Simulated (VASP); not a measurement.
Set up this calculation in VASP 6.6.1, as the native input.

```
Task                   : single point
Functional             : PBE
Potentials or basis    : VASP PAW PBE potentials, release 64 (Rh_pv)
Cutoff                 : 520 eV
k mesh                 : 22 × 22 × 22
Occupations            : gaussian, width 0.15 eV
Spin                   : collinear spin, ferromagnetic start
Starting moments       : [0.625] μB
Fixed moment           : 0.625 μB
Dipole correction      : no
Further INCAR settings : ALGO = Normal; EDIFF = 1e-07; NBANDS = 18
```

The structure of Rh lies in POSCAR:

```
Rh
1.0
    0.0000000000      2.0236769288      2.0236769288
    2.0236769288      0.0000000000      2.0236769288
    2.0236769288      2.0236769288      0.0000000000
Rh
1
Direct
    0.0000000000      0.0000000000      0.0000000000
```

These files were run (other wordings do the same):

INCAR

```
SYSTEM = Rh
PREC = Accurate
ENCUT = 520
EDIFF = 1E-7
ISMEAR = 0
SIGMA = 0.15
LREAL = .FALSE.
LASPH = .TRUE.
NELM = 150
ALGO = Normal
ISIF = 2
LWAVE = .FALSE.
LCHARG = .FALSE.
ISPIN = 2
MAGMOM = 0.625
LORBIT = 11
NUPDOWN = 0.625
LMAXMIX = 4
GGA = PE
NBANDS = 18
```

KPOINTS

```
regular mesh
0
G
  22 22 22
  0 0 0
```

Potentials or basis: VASP PAW PBE potentials, release 64 (Rh_pv).

The run is started by

```sh
$ cat potpaw_PBE.64/Rh_pv/POTCAR > POTCAR
$ mpirun -np 1 vasp_std > vasp.out
```

Results of the run:

| Item | Value |
| --- | --- |
| Pressure | -25.5 GPa |
| Net moment | 0.62 μB per cell |
| Site moments | Rh +0.63 μB |
| Valence electrons inside the program's atomic spheres | Rh 13.52 |

Caveat: the cell stands under tension; the total moment is fixed, so each spin has its own Fermi level and the state may be an excited one.

It took 54 s on 1 thread of Intel(R) Xeon(R) 6975P-C (Granite Rapids), with other jobs on the host, peak memory 0.25 GiB.
